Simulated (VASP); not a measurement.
# MnO2 (P4_2/mnm) in VASP: further runs

The runs below take MnO2 through single point, with PBE+U.

Program: VASP 6.6.1. These are calculated values, not measurements. Logs are shortened: lines on timing, memory, paths and dates and some standing lists are left out, and cuts for length are marked.

## (1) The cell of the first run

Symmetry: P4_2/mnm, No. 136, tetragonal system. The conventional cell has a = 4.456 Å, b = 4.456 Å, c = 2.943 Å, α = 90.00°, β = 90.00°, γ = 90.00°. Mn (site symmetry mmm) has 6 O at 1.91 to 1.93 Å within 2.5 Å. O (site symmetry m2m) has 3 Mn at 1.91 to 1.93 Å and 1 O at 2.44 Å within 2.5 Å.

## (2) Single point, PBE+U, collinear spin, ferromagnetic start

File INCAR:

```
SYSTEM = MnO2
PREC = Accurate
ENCUT = 520
EDIFF = 1E-6
ISMEAR = 0
SIGMA = 0.1
LREAL = .FALSE.
LASPH = .TRUE.
NELM = 150
ALGO = Normal
ISIF = 2
LWAVE = .FALSE.
LCHARG = .TRUE.
ISPIN = 2
MAGMOM = 3.06 3.06 0 0 0 0
LORBIT = 11
LMAXMIX = 4
LDAU = .TRUE.
LDAUTYPE = 2
LDAUL = 2 -1
LDAUU = 3.9 0
LDAUJ = 0 0
LDAUPRINT = 1
GGA = PE
LELF = .TRUE.
LVHAR = .TRUE.
NBANDS = 38
```

File KPOINTS:

```
regular mesh
0
G
  8 8 12
  0 0 0
```

File POSCAR:

```
MnO2
1.0
    4.4557270674      0.0000000000      0.0000000000
    0.0000000000      4.4557270674      0.0000000000
    0.0000000000      0.0000000000      2.9433605510
Mn O
2 4
Direct
    0.0000000000      0.0000000000      0.0000000000
    0.5000000000      0.5000000000      0.5000000000
    0.3060903857      0.3060903857      0.0000000000
    0.1939096143      0.8060903857      0.5000000000
    0.6939096143      0.6939096143      0.0000000000
    0.8060903857      0.1939096143      0.5000000000
```

Potentials or basis: VASP PAW PBE potentials, release 64 (Mn_pv, O).

Started as:

```bash
$ cat potpaw_PBE.64/Mn_pv/POTCAR potpaw_PBE.64/O/POTCAR > POTCAR
$ mpirun -np 1 vasp_std > vasp.out
```

OUTCAR:

```text
SYSTEM = MnO2
   PREC = Accurate
   ENCUT = 520
   EDIFF = 1E-6
   ISMEAR = 0
   LREAL = .FALSE.
   LASPH = .TRUE.
   NELM = 150
   ISIF = 2
   ISPIN = 2
   LORBIT = 11
   GGA = PE

 ion  position               nearest neighbor table
   1  0.000  0.000  0.000-   4 1.91   6 1.91   4 1.91   6 1.91   5 1.93   3 1.93
   2  0.500  0.500  0.500-   3 1.91   5 1.91   3 1.91   5 1.91   4 1.93   6 1.93
   3  0.306  0.306  0.000-   2 1.91   2 1.91   1 1.93
   4  0.194  0.806  0.500-   1 1.91   1 1.91   2 1.93
   5  0.694  0.694  0.000-   2 1.91   2 1.91   1 1.93
   6  0.806  0.194  0.500-   1 1.91   1 1.91   2 1.93

  LATTYP: Found a simple tetragonal cell.
 ALAT       =     4.4557270674
 C/A-ratio  =     0.6605791842

  Lattice vectors:

 A1 = (   4.4557270674,   0.0000000000,   0.0000000000)
 A2 = (   0.0000000000,   4.4557270674,   0.0000000000)
 A3 = (   0.0000000000,   0.0000000000,   2.9433605510)

Analysis of symmetry for initial positions (statically):
=====================================================================
 Subroutine PRICEL returns:
 Original cell was already a primitive cell.

 Routine SETGRP: Setting up the symmetry group for a
 simple tetragonal supercell.

 Subroutine GETGRP returns: Found 16 space group operations
 (whereof  8 operations were pure point group operations)
 out of a pool of 16 trial point group operations.

The static configuration has the point symmetry D_2h.
 The point group associated with its full space group is D_4h.

Analysis of symmetry for dynamics (positions and initial velocities):
=====================================================================
 Subroutine PRICEL returns:
 Original cell was already a primitive cell.

 Routine SETGRP: Setting up the symmetry group for a
 simple tetragonal supercell.

 Subroutine GETGRP returns: Found 16 space group operations
 (whereof  8 operations were pure point group operations)
 out of a pool of 16 trial point group operations.

The dynamic configuration has the point symmetry D_2h.
 The point group associated with its full space group is D_4h.

Analysis of structural, dynamic, and magnetic symmetry:
=====================================================================
 Subroutine PRICEL returns:
 Original cell was already a primitive cell.

 Routine SETGRP: Setting up the symmetry group for a
 simple tetragonal supercell.

 Subroutine GETGRP returns: Found 16 space group operations
 (whereof  8 operations were pure point group operations)
 out of a pool of 16 trial point group operations.

The overall configuration has the point symmetry D_2h.
 The point group associated with its full space group is D_4h.

 Subroutine INISYM returns: Found 16 space group operations
 (whereof  8 operations are pure point group operations),
 and found     1 'primitive' translations

----------------------------------------------------------------------------------------

                                     Primitive cell

  volume of cell :      58.4360

  direct lattice vectors                    reciprocal lattice vectors
     4.455727067  0.000000000  0.000000000     0.224430264  0.000000000  0.000000000
     0.000000000  4.455727067  0.000000000     0.000000000  0.224430264  0.000000000
     0.000000000  0.000000000  2.943360551     0.000000000  0.000000000  0.339747708

  length of vectors
     4.455727067  4.455727067  2.943360551     0.224430264  0.224430264  0.339747708
[... 156 lines left out ...]
  o =  0.1044  v =  0.0000  0.0000  0.0000  0.0000  0.0000 -0.0000  0.0000 -0.0000  0.0000 -1.0000      0.0000  0.0000  0.0000  0.0000  0.0000  0.0000  0.0000  0.0000  0.0000  0.0000
  o =  0.2886  v =  0.0000  0.0000  0.0000  0.0000  0.0000 -0.8304 -0.0000  0.5572  0.0000  0.0000      0.0000  0.0000  0.0000  0.0000  0.0000  0.0000  0.0000  0.0000  0.0000  0.0000
  o =  0.3178  v =  0.0000  0.0000  0.0000  0.0000  0.0000  0.0000 -0.7071  0.0000  0.7071 -0.0000      0.0000  0.0000  0.0000  0.0000  0.0000  0.0000  0.0000  0.0000  0.0000  0.0000
  o =  0.5246  v =  0.0000  0.7071  0.0000 -0.7071  0.0000  0.0000  0.0000  0.0000  0.0000  0.0000      0.0000  0.0000  0.0000  0.0000  0.0000  0.0000  0.0000  0.0000  0.0000  0.0000
  o =  0.5335  v = -0.8509  0.0000  0.5253  0.0000  0.0000  0.0000  0.0000  0.0000  0.0000  0.0000      0.0000  0.0000  0.0000  0.0000  0.0000  0.0000  0.0000  0.0000  0.0000  0.0000
  o =  0.9528  v = -0.5253  0.0000 -0.8509  0.0000 -0.0000  0.0000  0.0000  0.0000  0.0000  0.0000      0.0000  0.0000  0.0000  0.0000  0.0000  0.0000  0.0000  0.0000  0.0000  0.0000
  o =  0.9636  v =  0.0000 -0.7071  0.0000 -0.7071 -0.0000  0.0000  0.0000  0.0000  0.0000  0.0000      0.0000  0.0000  0.0000  0.0000  0.0000  0.0000  0.0000  0.0000  0.0000  0.0000
  o =  0.9701  v =  0.0000 -0.0000 -0.0000  0.0000  1.0000  0.0000  0.0000  0.0000  0.0000  0.0000      0.0000  0.0000  0.0000  0.0000  0.0000  0.0000  0.0000  0.0000  0.0000  0.0000

atom =   2  type =  1  l = 2

 onsite density matrix

spin component  1

  0.6492  0.0000 -0.1874  0.0000  0.0000
  0.0000  0.7441  0.0000 -0.2195  0.0000
 -0.1874  0.0000  0.8371  0.0000 -0.0000
  0.0000 -0.2195  0.0000  0.7441  0.0000
  0.0000  0.0000 -0.0000  0.0000  0.9701

spin component  2

  0.2176  0.0000  0.1058  0.0000  0.0000
  0.0000  0.2080  0.0000  0.1098  0.0000
  0.1058  0.0000  0.1309  0.0000  0.0000
  0.0000  0.1098  0.0000  0.2080  0.0000
  0.0000  0.0000  0.0000  0.0000  0.1044

 occupancies and eigenvectors

  o =  0.0599  v =  0.0000  0.0000  0.0000  0.0000  0.0000 -0.5572  0.0000  0.8304  0.0000 -0.0000      0.0000  0.0000  0.0000  0.0000  0.0000  0.0000  0.0000  0.0000  0.0000  0.0000
  o =  0.0982  v =  0.0000  0.0000  0.0000  0.0000  0.0000  0.0000  0.7071  0.0000 -0.7071  0.0000      0.0000  0.0000  0.0000  0.0000  0.0000  0.0000  0.0000  0.0000  0.0000  0.0000
  o =  0.1044  v =  0.0000  0.0000  0.0000  0.0000  0.0000 -0.0000 -0.0000  0.0000  0.0000  1.0000      0.0000  0.0000  0.0000  0.0000  0.0000  0.0000  0.0000  0.0000  0.0000  0.0000
  o =  0.2886  v =  0.0000  0.0000  0.0000  0.0000  0.0000 -0.8304  0.0000 -0.5572  0.0000 -0.0000      0.0000  0.0000  0.0000  0.0000  0.0000  0.0000  0.0000  0.0000  0.0000  0.0000
  o =  0.3178  v =  0.0000  0.0000  0.0000  0.0000  0.0000  0.0000 -0.7071  0.0000 -0.7071 -0.0000      0.0000  0.0000  0.0000  0.0000  0.0000  0.0000  0.0000  0.0000  0.0000  0.0000
  o =  0.5246  v =  0.0000 -0.7071  0.0000 -0.7071  0.0000  0.0000  0.0000  0.0000  0.0000  0.0000      0.0000  0.0000  0.0000  0.0000  0.0000  0.0000  0.0000  0.0000  0.0000  0.0000
  o =  0.5335  v = -0.8509  0.0000 -0.5253  0.0000  0.0000  0.0000  0.0000  0.0000  0.0000  0.0000      0.0000  0.0000  0.0000  0.0000  0.0000  0.0000  0.0000  0.0000  0.0000  0.0000
  o =  0.9528  v = -0.5253  0.0000  0.8509  0.0000 -0.0000  0.0000  0.0000  0.0000  0.0000  0.0000      0.0000  0.0000  0.0000  0.0000  0.0000  0.0000  0.0000  0.0000  0.0000  0.0000
  o =  0.9636  v =  0.0000  0.7071 -0.0000 -0.7071 -0.0000  0.0000  0.0000  0.0000  0.0000  0.0000      0.0000  0.0000  0.0000  0.0000  0.0000  0.0000  0.0000  0.0000  0.0000  0.0000
  o =  0.9701  v =  0.0000 -0.0000 -0.0000  0.0000 -1.0000  0.0000  0.0000  0.0000  0.0000  0.0000      0.0000  0.0000  0.0000  0.0000  0.0000  0.0000  0.0000  0.0000  0.0000  0.0000

 number of electron      49.9999966 magnetization       6.0621082

 Free energy of the ion-electron system (eV)
  ---------------------------------------------------
  ext. energy  EPLUGINS =         0.00000000
  ---------------------------------------------------
  free energy    TOTEN  =       -42.37683281 eV

  energy without entropy =      -42.37295323  energy(sigma->0) =      -42.37489302

 E-fermi :   4.4199     XC(G=0): -11.7287

 val. band max:        4.4175874006   @ k =   0.1250   0.0000   0.0000
 cond. band min:       4.4501851142   @ k =   0.0000   0.0000   0.1667
 fundamental gap:      0.0325977136
 Fermi energy:         4.4198681368

 spin component 1

 k-point     1 :       0.0000    0.0000    0.0000
  band No.  band energies     occupation
      1     -46.4110      1.00000
      2     -46.4049      1.00000
      3     -46.3799      1.00000
      4     -46.3799      1.00000
      5     -46.3279      1.00000
      6     -46.3279      1.00000
[... 1913 lines left out ...]
     36      17.8073      0.00000
     37      20.4967      0.00000

 [... further k-points ...]

 [bands above 37 left out]

------------------------ aborting loop because EDIFF is reached ----------------------------------------

  FORCE on cell =-STRESS in cart. coord.  units (eV):
  Direction    XX          YY          ZZ          XY          YZ          ZX
  --------------------------------------------------------------------------------------
  -------------------------------------------------------------------------------------
  Total        0.2922672      0.2922672      0.1502842      0.0000000      0.0000000      0.0000000
  in kB        8.0132744      8.0132744      4.1204380      0.0000000      0.0000000      0.0000000
  external PRESSURE =       6.7156623 kB  Pullay stress =       0.0000000 kB

 VOLUME and BASIS-vectors are now :
 -----------------------------------------------------------------------------
  energy-cutoff  :      520.00
  volume of cell :       58.44
      direct lattice vectors                 reciprocal lattice vectors
     4.455727067  0.000000000  0.000000000     0.224430264  0.000000000  0.000000000
     0.000000000  4.455727067  0.000000000     0.000000000  0.224430264  0.000000000
     0.000000000  0.000000000  2.943360551     0.000000000  0.000000000  0.339747708

 POSITION                                       TOTAL-FORCE (eV/Angst)
 -----------------------------------------------------------------------------------
      0.00000      0.00000      0.00000         0.000000      0.000000      0.000000
      2.22786      2.22786      1.47168         0.000000      0.000000      0.000000
      1.36386      1.36386      0.00000        -0.017671     -0.017671     -0.000000
      0.86401      3.59172      1.47168         0.017671     -0.017671     -0.000000
      3.09187      3.09187      0.00000         0.017671      0.017671      0.000000
      3.59172      0.86401      1.47168        -0.017671      0.017671      0.000000
 -----------------------------------------------------------------------------------
    total drift:                                0.000000      0.000000      0.000000

  FREE ENERGIE OF THE ION-ELECTRON SYSTEM (eV)
  ---------------------------------------------------
  free  energy   TOTEN  =       -42.3768328050 eV

  energy  without entropy=      -42.3729532273  energy(sigma->0) =      -42.37489302

 total charge

# of ion       s       p       d       tot
------------------------------------------
    1        0.338   6.431   4.783  11.553
    2        0.338   6.431   4.783  11.553
    3        1.568   3.454   0.000   5.022
    4        1.568   3.454   0.000   5.022
    5        1.568   3.454   0.000   5.022
    6        1.568   3.454   0.000   5.022
--------------------------------------------------
tot          6.948  26.678   9.567  43.193

 magnetization (x)

# of ion       s       p       d       tot
------------------------------------------
    1        0.020   0.029   3.073   3.122
    2        0.020   0.029   3.073   3.122
    3       -0.002  -0.070   0.000  -0.072
    4       -0.002  -0.070   0.000  -0.072
    5       -0.002  -0.070   0.000  -0.072
    6       -0.002  -0.070   0.000  -0.072
--------------------------------------------------
tot          0.033  -0.223   6.146   5.956
```

It took 5.9 min on 1 thread of Intel Xeon Platinum 8488C (Sapphire Rapids), shared host; peak memory 0.42 GiB.

Results:

```yaml
Free_energy: -42.3768 eV
Pressure: 0.7 GPa
Largest_force: 0.025 eV/Å
Net_moment: 6.06 μB per cell
Site_moments: Mn +3.12; O -0.07 μB
Valence_electrons_inside_the_program's_atomic_spheres: Mn 11.55; O 5.02
```

Forces on the atoms (eV/Å):
```
Mn   0.000  0.000  0.000
Mn   0.000  0.000  0.000
O   -0.018 -0.018  0.000
O    0.018 -0.018  0.000
O    0.018  0.018  0.000
O   -0.018  0.018  0.000
```

Eigenvalues of the final occupation matrices:
| site | spin | trace | eigenvalues |
| --- | --- | --- | --- |
| site 1 d | 1 | 3.94 | 0.52 0.53 0.95 0.96 0.97 |
| site 1 d | 2 | 0.87 | 0.06 0.10 0.10 0.29 0.32 |
| site 2 d | 1 | 3.94 | 0.52 0.53 0.95 0.96 0.97 |
| site 2 d | 2 | 0.87 | 0.06 0.10 0.10 0.29 0.32 |

Caveat: only a ferromagnetic start was run, and an antiferromagnetic order may lie lower in energy.

## (3) Single point, PBE+U, collinear spin, ferromagnetic start

File INCAR:

```
SYSTEM = MnO2
PREC     = Accurate       ! precision mode
ENCUT    = 520            ! plane-wave cutoff, eV
EDIFF    = 1E-6           ! SCF threshold, eV
ISMEAR   = 0              ! smearing method
SIGMA    = 0.1            ! smearing width, eV
LREAL    = .False.        ! projectors in reciprocal space
LASPH    = .True.         ! aspherical terms in the spheres
NELM     = 150            ! most SCF steps
ALGO     = Normal         ! electronic algorithm
ISIF     = 2              ! what is computed and relaxed
LWAVE    = .False.        ! write WAVECAR
LCHARG   = .True.         ! write CHGCAR
ISPIN    = 2              ! spin polarisation
MAGMOM   = 2.91 2.91 0 0 0 0 ! initial moments
LORBIT   = 11             ! projections on sites
LMAXMIX  = 4              ! l up to which the mixer works
LDAU     = .True.         ! DFT+U
LDAUTYPE = 2            
LDAUL    = 2 -1           ! shell
LDAUU    = 3.9 0          ! U, eV
LDAUJ    = 0 0          
LDAUPRINT= 1            
GGA      = PE             ! functional
LELF     = .True.         ! ELF
LVHAR    = .True.       
NBANDS   = 38             ! bands
```

File KPOINTS:

```
Automatic mesh
0
Gamma
  4 4 8
  0 0 0
```

File POSCAR:

```
MnO2
1.0
    4.4575269700      0.0000000000      0.0000000000
    0.0000000000      4.4575269700      0.0000000000
    0.0000000000      0.0000000000      2.9428855750
Mn O
2 4
Direct
    0.0000000000      0.0000000000      0.0000000000
    0.5000000000      0.5000000000      0.5000000000
    0.3060876777      0.3060876777      0.0000000000
    0.1939123223      0.8060876777      0.5000000000
    0.6939123223      0.6939123223      0.0000000000
    0.8060876777      0.1939123223      0.5000000000
```

Potentials or basis: VASP PAW PBE potentials, release 64 (Mn_pv, O).

Started as:

```bash
$ cat potpaw_PBE.64/Mn_pv/POTCAR potpaw_PBE.64/O/POTCAR > POTCAR
$ mpirun -np 1 vasp_std > vasp.out
```

Wall time 5.2 min (1 thread of Intel Xeon 8259CL, shared host); peak memory 0.22 GiB.

The run converged. Its results:

```yaml
Free_energy: -42.3790 eV
Pressure: 0.7 GPa
Largest_force: 0.026 eV/Å
Net_moment: 6.08 μB per cell
Site_moments: Mn +3.13; O -0.07 μB
Valence_electrons_inside_the_program's_atomic_spheres: Mn 11.55; O 5.02
```

Forces on the atoms (eV/Å):
```
Mn   0.000  0.000  0.000
Mn   0.000  0.000  0.000
O   -0.018 -0.018  0.000
O    0.018 -0.018  0.000
O    0.018  0.018  0.000
O   -0.018  0.018  0.000
```

Stress tensor (GPa, compression positive):
```
0.82 0.00 0.00
0.00 0.82 0.00
0.00 0.00 0.40
```

Levels at points of the mesh, in eV from the Fermi level:
Spin up:
| k point | band 25 | band 26 | band 27 | band 28 | band 29 | band 30 | band 31 | band 32 |
| --- | --- | --- | --- | --- | --- | --- | --- | --- |
| (0.00, 0.00, 0.00) | -0.95 | -0.45 | -0.38 | -0.38 | 0.12 | 2.78 | 2.78 | 3.25 |
| (0.50, 0.00, 0.00) | -1.41 | -1.41 | -0.64 | -0.64 | 2.23 | 2.23 | 2.62 | 2.62 |
| (0.50, 0.50, 0.00) | -1.27 | -1.27 | -0.09 | -0.09 | 1.22 | 1.22 | 2.74 | 2.74 |
| (0.00, 0.00, 0.50) | -1.16 | -1.16 | -0.32 | -0.32 | 1.23 | 1.23 | 1.67 | 1.67 |
| (0.50, 0.00, 0.50) | -1.06 | -1.06 | -0.34 | -0.34 | 0.05 | 0.05 | 3.25 | 3.25 |
| (0.50, 0.50, 0.50) | -0.60 | -0.60 | -0.42 | -0.42 | 1.69 | 1.69 | 1.94 | 1.94 |
Spin down:
| k point | band 20 | band 21 | band 22 | band 23 | band 24 | band 25 |
| --- | --- | --- | --- | --- | --- | --- |
| (0.00, 0.00, 0.00) | -0.41 | -0.41 | 0.26 | 2.05 | 2.15 | 2.40 |
| (0.50, 0.00, 0.00) | -2.22 | -0.59 | -0.59 | 2.62 | 2.62 | 2.96 |
| (0.50, 0.50, 0.00) | -1.76 | -1.35 | -1.35 | 1.98 | 1.98 | 2.40 |
| (0.00, 0.00, 0.50) | -2.17 | -1.61 | -1.61 | 2.90 | 2.90 | 3.09 |
| (0.50, 0.00, 0.50) | -2.00 | -0.94 | -0.94 | 2.17 | 2.17 | 2.78 |
| (0.50, 0.50, 0.50) | -1.02 | -0.82 | -0.82 | 2.79 | 2.79 | 3.06 |

Eigenvalues of the final occupation matrices:
```
    site  spin  trace               eigenvalues
site 1 d     1   3.95  0.52 0.54 0.95 0.96 0.97
site 1 d     2   0.87  0.06 0.10 0.10 0.29 0.32
site 2 d     1   3.95  0.52 0.54 0.95 0.96 0.97
site 2 d     2   0.87  0.06 0.10 0.10 0.29 0.32
```

Caveat: only a ferromagnetic start was run, and an antiferromagnetic order may lie lower in energy. The state reached can hang on the start; a lower one may exist.

[end of part 1 of 2]
